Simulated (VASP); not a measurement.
# Mg (C2/m) in VASP: a series of runs, part 2 of 2

VASP 6.6.1.

### 3 Single point, PBE (strain +0.0150 x Voigt [0, 0, 0, 1, 0, 0])

Input file INCAR:

```
  ALGO = Normal
  EDIFF = 1E-7
  ENCUT = 520
  GGA = PE
  ISIF = 2
  ISMEAR = 0
  LASPH = True
  LCHARG = False
  LREAL = False
  LWAVE = False
  NBANDS = 7
  NELM = 100
  PREC = Accurate
  SIGMA = 0.15
```

Input file KPOINTS:

```
k-points
0
Gamma
  20 20 20
```

Input file POSCAR:

```
Mg
1.0
   -1.8359916300      1.8485871602      1.6931739572
    1.8359916300     -1.8233960998      1.6656340828
    1.8359916300      1.8233960998     -1.6656340828
Mg
1
Direct
    0.0000000000      0.0000000000      0.0000000000
```

Potentials or basis: VASP PAW PBE potentials, release 64 (Mg).

Launch:

```console
cat potpaw_PBE.64/Mg/POTCAR > POTCAR
mpirun -np 1 vasp_std > vasp.out
```

OUTCAR:

```text
EDIFF = 1E-7
   ENCUT = 520
   GGA = PE
   ISIF = 2
   ISMEAR = 0
   LASPH = True
   LREAL = False
   NELM = 100
   PREC = Accurate

 ion  position               nearest neighbor table
   1  0.000  0.000  0.000-

  LATTYP: Found a base centered monoclinic cell.
 ALAT       =     4.9392753455
 B/A-ratio  =     0.7434255034
 C/A-ratio  =     0.6800395342
 COS(beta)  =    -0.6688884652

  Lattice vectors:

 A1 = (   1.8359916300,   1.8233960998,  -1.6656340828)
 A2 = (  -1.8359916300,   1.8233960998,  -1.6656340828)
 A3 = (   0.0000000000,   0.0251910604,   3.3588080400)

Analysis of symmetry for initial positions (statically):
=====================================================================
 Subroutine PRICEL returns:
 Original cell was already a primitive cell.

 Routine SETGRP: Setting up the symmetry group for a
 base centered monoclinic supercell.

 Subroutine GETGRP returns: Found  4 space group operations
 (whereof  4 operations were pure point group operations)
 out of a pool of  4 trial point group operations.

The static configuration has the point symmetry C_2h.

Analysis of symmetry for dynamics (positions and initial velocities):
=====================================================================
 Subroutine PRICEL returns:
 Original cell was already a primitive cell.

 Routine SETGRP: Setting up the symmetry group for a
 base centered monoclinic supercell.

 Subroutine GETGRP returns: Found  4 space group operations
 (whereof  4 operations were pure point group operations)
 out of a pool of  4 trial point group operations.

The dynamic configuration has the point symmetry C_2h.

 Subroutine INISYM returns: Found  4 space group operations
 (whereof  4 operations are pure point group operations),
 and found     1 'primitive' translations

----------------------------------------------------------------------------------------

                                     Primitive cell

  volume of cell :      22.6429

  direct lattice vectors                    reciprocal lattice vectors
    -1.835991630  1.848587160  1.693173957     0.000000000  0.270114655  0.295698806
     1.835991630 -1.823396100  1.665634083     0.272332396 -0.002233061  0.297741413
     1.835991630  1.823396100 -1.665634083     0.272332396  0.272347716 -0.002042608

  length of vectors
     3.107246016  3.077332530  3.077332530     0.400499326  0.403509442  0.385152417

  position of ions in fractional coordinates (direct lattice)
     0.000000000  0.000000000  0.000000000

  ion indices of the primitive-cell ions
   primitive index   ion index
                 1           1

----------------------------------------------------------------------------------------

 KPOINTS: k-points

Automatic generation of k-mesh.
 Grid dimensions read from file:
 generate k-points for:   20   20   20

 Generating k-lattice:

  Cartesian coordinates                     Fractional coordinates (reciprocal lattice)
     0.000000000  0.013505733  0.014784940     0.050000000  0.000000000  0.000000000
     0.013616620 -0.000111653  0.014887071    -0.000000000  0.050000000  0.000000000
     0.013616620  0.013617386 -0.000102130     0.000000000 -0.000000000  0.050000000

  Length of vectors
     0.020024966  0.020175472  0.019257621

  Shift w.r.t. Gamma in fractional coordinates (k-lattice)
     0.000000000  0.000000000  0.000000000

 Subroutine IBZKPT returns following result:
 ===========================================

 Found   2112 irreducible k-points:

 Following reciprocal coordinates:
            Coordinates               Weight
  0.000000  0.000000  0.000000      1.000000
  0.050000 -0.000000  0.000000      2.000000
  0.100000 -0.000000  0.000000      2.000000
  0.150000 -0.000000  0.000000      2.000000
  0.200000 -0.000000  0.000000      2.000000
  0.250000 -0.000000  0.000000      2.000000
[... 16 lines left out ...]
 -0.450000  0.050000  0.000000      4.000000
 -0.400000  0.050000  0.000000      4.000000
 [... further k-points ...]
   k-points           NKPTS =   2112   k-points in BZ     NKDIM =   2112   number of bands    NBANDS=      7
   number of dos      NEDOS =    301   number of ions     NIONS =      1
   total plane-waves  NPLWV =  13824
   dimension x,y,z NGX =    24 NGY =   24 NGZ =   24
   dimension x,y,z NGXF=    48 NGYF=   48 NGZF=   48
   ions per type =               1
   NGX,Y,Z   is equivalent  to a cutoff of  12.84, 12.97, 12.97 a.u.
   NGXF,Y,Z  is equivalent  to a cutoff of  25.68, 25.93, 25.93 a.u.
 SYSTEM =  unknown system
   PREC   = accura    normal or accurate (medium, high low for compatibility)
   ISTART =      0    job   : 0-new  1-cont  2-samecut
   ICHARG =      2    charge: 1-file 2-atom 10-const
   ISPIN  =      1    spin polarized calculation?
   LNONCOLLINEAR =      F non collinear calculations
   LSORBIT =      F    spin-orbit coupling
   LASPH  =      T    aspherical Exc in radial PAW
   ENCUT  =  520.0 eV  38.22 Ry    6.18 a.u.   5.78  5.72  5.72*2*pi/ulx,y,z
   NELM   =    100;   NELMIN=  2; NELMDL= -5     # of ELM steps
   EDIFF  = 0.1E-06   stopping-criterion for ELM
   LREAL  =      F    real-space projection
   EDIFFG = 0.1E-05   stopping-criterion for IOM
   NSW    =      0    number of steps for IOM
   IBRION =     -1    ionic relax: 0-MD 1-quasi-New 2-CG
   NFREE  =      0    steps in history (QN), initial steepest desc. (CG)
   ISIF   =      2    stress and relaxation
   ISYM   =      2    0-nonsym 1-usesym 2-fastsym
   POTIM  = 0.5000    time-step for ionic-motion
   TEBEG  =    0.0;   TEEND  =   0.0 temperature during run
   PSTRESS=    0.0 pullay stress
   NELECT =       2.0000    total number of electrons
   NUPDOWN=      -1.0000    fix difference up-down
   EMIN   =  10.00;   EMAX   =-10.00  energy-range for DOS
   EFERMI =   0.00;   METHOD = LEGACY
   ISMEAR =     0;   SIGMA  =   0.15  broadening in eV -4-tet -1-fermi 0-gaus
   EFERMI_NEDOS =   21; number of points for ismear=-14 and -15
   IALGO  =     38    algorithm
   IMIX   =      4    mixing-type and parameters
     AMIX     =   0.40;   BMIX     =  1.00
     AMIX_MAG =   1.60;   BMIX_MAG =  1.00
  volume/ion in A,a.u.               =      22.64       152.80
  Fermi-wavevector in a.u.,A,eV,Ry     =   0.729078  1.377758  7.232245  0.531555
  Thomas-Fermi vector in A             =   1.820711
   LORBIT       =      0    0 simple, 1 ext, 2 COOP (PROOUT), +10 PAW based schemes
   GGA     = PE    functional components
   LHFCALC =     F    Hartree Fock is set to
   AEXX    =    0.0000 exact exchange contribution
   IVDW    =     0    specifies the selected vdW correction
   LEPSILON=     F    determine dielectric tensor
   LRPA    =     F    only Hartree local field effects (RPA)
 non-spin polarized calculation
 Gauss-broadening in eV      SIGMA  =   0.15
  energy-cutoff  :      520.00
  volume of cell :       22.64
 maximum number of plane-waves:       620
   NGX = 11   NGY = 11   NGZ = 11

 number of electron       2.0000000 magnetization

 Free energy of the ion-electron system (eV)
  ---------------------------------------------------
  ext. energy  EPLUGINS =         0.00000000
  ---------------------------------------------------
  free energy    TOTEN  =        -1.47960942 eV

  energy without entropy =       -1.47536468  energy(sigma->0) =       -1.47748705

 E-fermi :   2.7382     XC(G=0):  -8.5362

 val. band max:        2.7379341732   @ k =  -0.3500   0.4500   0.3500
 cond. band min:       2.7386563833   @ k =  -0.0000   0.3500   0.3500
 fundamental gap:      0.0007222100
 Fermi energy:         2.7382149540

 k-point     1 :       0.0000    0.0000    0.0000
  band No.  band energies     occupation
      1      -4.2827      2.00000
      2      14.6831      0.00000
      3      16.4745      0.00000
      4      16.5451      0.00000
      5      16.9168      0.00000
      6      17.0903      0.00000
      7      17.0933      0.00000
[... 221 lines left out ...]
 k-point    24 :      -0.4000    0.0500    0.0000
  band No.  band energies     occupation
      1      -0.9350      2.00000
      2       4.9340      0.00000
      3      10.4147      0.00000
      4      12.2585      0.00000
      5      13.1057      0.00000
      6      15.2880      0.00000
      7      21.7639      0.00000

 [... further k-points ...]

------------------------ aborting loop because EDIFF is reached ----------------------------------------

  FORCE on cell =-STRESS in cart. coord.  units (eV):
  Direction    XX          YY          ZZ          XY          YZ          ZX
  --------------------------------------------------------------------------------------
  -------------------------------------------------------------------------------------
  Total        0.0468630      0.0438165      0.0947423      0.0000000     -0.0779410      0.0000000
  in kB        3.3159541      3.1003851      6.7038213      0.0000000     -5.5149863      0.0000000
  external PRESSURE =       4.3733868 kB  Pullay stress =       0.0000000 kB

 VOLUME and BASIS-vectors are now :
 -----------------------------------------------------------------------------
  energy-cutoff  :      520.00
  volume of cell :       22.64
      direct lattice vectors                 reciprocal lattice vectors
    -1.835991630  1.848587160  1.693173957     0.000000000  0.270114655  0.295698806
     1.835991630 -1.823396100  1.665634083     0.272332396 -0.002233061  0.297741413
     1.835991630  1.823396100 -1.665634083     0.272332396  0.272347716 -0.002042608

 POSITION                                       TOTAL-FORCE (eV/Angst)
 -----------------------------------------------------------------------------------
      0.00000      0.00000      0.00000         0.000000     -0.000000      0.000000
 -----------------------------------------------------------------------------------
    total drift:                                0.000000      0.000000      0.000000

  FREE ENERGIE OF THE ION-ELECTRON SYSTEM (eV)
  ---------------------------------------------------
  free  energy   TOTEN  =        -1.4796094242 eV

  energy  without entropy=       -1.4753646763  energy(sigma->0) =       -1.47748705
```

It took 60 s on 1 thread of Intel Xeon 6975P-C (Granite Rapids), shared host; peak memory 0.44 GiB.

What came out:

```yaml
Free_energy: -1.4796 eV
Pressure: 0.4 GPa
Band_gap_on_the_k_mesh: zero (band 1 reaches 5.94 eV, above the bottom of band 2 at 1.40 eV)
```

Stress tensor (GPa, compression positive):
```
 0.33  0.00  0.00
 0.00  0.31 -0.55
 0.00 -0.55  0.67
```

Caveat: the cell differs from its parent crystal (strain +0.0150 x Voigt [0, 0, 0, 1, 0, 0]).

### 4 Single point, PBE (strain -0.0300 x Voigt [0, 0, 0, 1, 0, 0])

Input file INCAR:

```
PREC = Accurate
ENCUT = 520
EDIFF = 1E-6
ISMEAR = 0
SIGMA = 0.15
LREAL = False
LASPH = True
NELM = 100
ALGO = Normal
ISIF = 2
LWAVE = False
LCHARG = False
GGA = PE
NBANDS = 7
```

Input file KPOINTS:

```
Automatic mesh
0
Gamma
  20 20 20
```

Input file POSCAR:

```
Mg
1.0
   -1.8359916300      1.8108005697      1.6518641456
    1.8359916300     -1.8611826903      1.7069438944
    1.8359916300      1.8611826903     -1.7069438944
Mg
1
Direct
    0.0000000000      0.0000000000      0.0000000000
```

Launch:

```console
cat potpaw_PBE.64/Mg/POTCAR > POTCAR
mpirun -np 1 vasp_std > vasp.out
```

It took 54 s on 1 thread of Intel Xeon 6975P-C (Granite Rapids), shared host; peak memory 0.44 GiB.

Results (log left out):

| Quantity | Value |
| --- | --- |
| Free energy | -1.4779 eV |
| Pressure | 0.5 GPa |
| Band gap on the k mesh | zero (band 1 reaches 5.94 eV, above the bottom of band 2 at 1.40 eV) |

Stress tensor (GPa, compression positive):
```
0.38 0.00 0.00
0.00 0.33 1.06
0.00 1.06 0.68
```

Levels at points of the mesh, in eV from the Fermi level:
| k point | band 1 | band 2 | band 3 | band 4 | band 5 |
| --- | --- | --- | --- | --- | --- |
| (0.00, 0.00, 0.00) | -7.02 | 11.94 | 13.59 | 13.82 | 14.26 |
| (0.50, 0.00, 0.00) | -1.23 | -0.47 | 8.09 | 8.75 | 9.60 |
| (0.00, 0.50, 0.00) | -1.37 | -0.69 | 8.16 | 8.83 | 9.90 |
| (0.50, 0.50, 0.00) | -1.78 | -1.34 | 9.76 | 10.40 | 11.63 |
| (0.00, 0.50, 0.50) | -1.51 | -0.90 | 8.27 | 9.21 | 9.89 |
| (0.50, 0.50, 0.50) | 3.20 | 3.21 | 3.57 | 4.15 | 5.38 |

Caveat: the cell differs from its parent crystal (strain -0.0300 x Voigt [0, 0, 0, 1, 0, 0]).

### 5 Summary

```csv
cell,gap on the mesh (eV),pressure (GPa)
"a = 3.033, b = 3.152, c = 3.152 Å, angles 108.8, 107.2, 114.2°, 1 atom",none,0.6
"a = 3.107, b = 3.077, c = 3.077 Å, angles 106.7, 107.2, 114.2°, 1 atom",none,0.4
"a = 3.062, b = 3.122, c = 3.122 Å, angles 108.0, 107.2, 114.2°, 1 atom",none,0.5
```

Alike in all rows: task single point; level PBE; potentials or basis VASP PAW PBE potentials, release 64 (Mg); no spin polarisation; k mesh 20 × 20 × 20; cutoff (eV) 520; smearing gaussian 0.15 eV.

Total energies depend on the potentials used, so only differences within one code and one set of settings carry meaning.
